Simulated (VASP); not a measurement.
A run of VASP 6.6.1 is set up as follows.

The input INCAR:

```
PREC = Accurate ; ENCUT = 520
EDIFF = 1E-6 ; ISMEAR = -1
SIGMA = 0.1 ; LREAL = F
LASPH = T ; NELM = 100
ALGO = Normal ; ISIF = 2
LWAVE = F ; LCHARG = F
GGA = B5 ; ALDAX = 1.0
AGGAX = 1.0 ; AGGAC = 1.0
ALDAC = 0.0 ; NBANDS = 8
```

Contents of KPOINTS:

```
regular mesh
0
Gamma
  14 14 14
```

Contents of POSCAR:

```
Al
1.0
   -1.6567365684      1.6567365684      1.6567365684
    1.6567365684     -1.6567365684      1.6567365684
    1.6567365684      1.6567365684     -1.6567365684
Al
1
Direct
    0.0000000000      0.0000000000      0.0000000000
```

Potentials or basis: VASP PAW PBE potentials, release 64 (Al).

Launch:

```console
$ cat potpaw_PBE.64/Al/POTCAR > POTCAR
$ mpirun -np 1 vasp_std > vasp.out
```

Task: Predict the pressure.

Result: 0.1 GPa.

Caveat: the PAW data sets were made with another functional, which shifts forces and pressure a little.
